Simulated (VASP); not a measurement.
BaTiO3: single point with r2SCAN

Crystal: BaTiO3.

```
CELL_PARAMETERS angstrom
2.84005 -1.63971 -2.33143
0.00000 3.27941 -2.33143
9.94019 5.73897 4.66287
ATOMIC_POSITIONS crystal
Ba 0.53780 0.53780 0.91883
Ba 0.87113 0.87113 0.25216
Ba 0.70447 0.70447 0.58550
Ti 0.43876 0.43876 0.08998
Ti 0.27209 0.27209 0.42332
Ti 0.10543 0.10543 0.75665
O 0.46967 0.97926 0.08115
O 0.30300 0.81260 0.41448
O 0.13634 0.64593 0.74782
O 0.97926 0.46967 0.08115
O 0.81260 0.30300 0.41448
O 0.64593 0.13634 0.74782
O 0.38794 0.38794 0.24462
O 0.22127 0.22127 0.57795
O 0.05460 0.05460 0.91129
```

| Item | Value |
| --- | --- |
| Program | VASP 6.6.1 |
| Task | single point |
| Functional | r2SCAN |
| Potentials or basis | VASP PAW PBE potentials, release 64 (Ba_sv, Ti_sv, O) |
| Cutoff | 520 eV |
| k mesh | 6 × 6 × 2 |
| Occupations | gaussian, width 0.05 eV |
| Spin | no spin polarisation |

| Property | Result |
| --- | --- |
| Pressure | 9.4 GPa |
| Largest force | 20.773 eV/Å |
| Band gap on the k mesh | 1.75 eV (least direct gap 2.01 eV) |

Forces on the atoms (eV/Å):
```
Ba  -12.827  -7.406 -11.467
Ba   -0.225  -0.130  -0.256
Ba    0.088   0.051   0.048
Ti   13.887   8.017  13.207
Ti    0.486   0.280   0.141
Ti    1.358   0.784   0.384
O    -0.078   0.199  -0.280
O    -0.116  -0.166  -0.009
O     0.050  -0.362   0.228
O     0.133  -0.168  -0.280
O    -0.202  -0.018  -0.009
O    -0.288   0.224   0.228
O    -0.216  -0.125  -0.291
O    -0.385  -0.222  -0.309
O    -1.664  -0.960  -1.334
```

Stress tensor (GPa, compression positive):
```
14.28  9.69 14.92
 9.69  3.10  8.62
14.92  8.62 10.74
```

Levels at points of the mesh, in eV from the valence-band top:
```tsv
k point	band 58	band 59	band 60	band 61	band 62	band 63
(0.00, 0.00, 0.00)	-0.58	-0.54	-0.50	1.79	1.80	2.29
(0.50, 0.00, 0.00)	-0.84	-0.53	-0.21	1.80	2.71	3.15
(0.50, 0.50, 0.00)	-0.21	-0.06	-0.01	2.81	2.90	4.06
(0.00, 0.00, 0.50)	-0.60	-0.55	-0.52	1.75	1.77	2.30
(0.50, 0.00, 0.50)	-0.78	-0.56	-0.21	1.80	2.71	3.13
(0.50, 0.50, 0.50)	-0.21	-0.07	0.00	2.81	2.89	4.02
```

It took 12 min on 1 thread of Intel(R) Xeon(R) 6975P-C (Granite Rapids), with other jobs on the host, peak memory 0.44 GiB.

Caveat: atoms lie so close that the PAW spheres overlap strongly, which falsifies energies and pressures; the cell stands under pressure; the PAW data sets were made with another functional, which shifts forces and pressure a little; spin-orbit coupling is left out, which moves the levels of the heavy elements. A k mesh can miss the band edges.
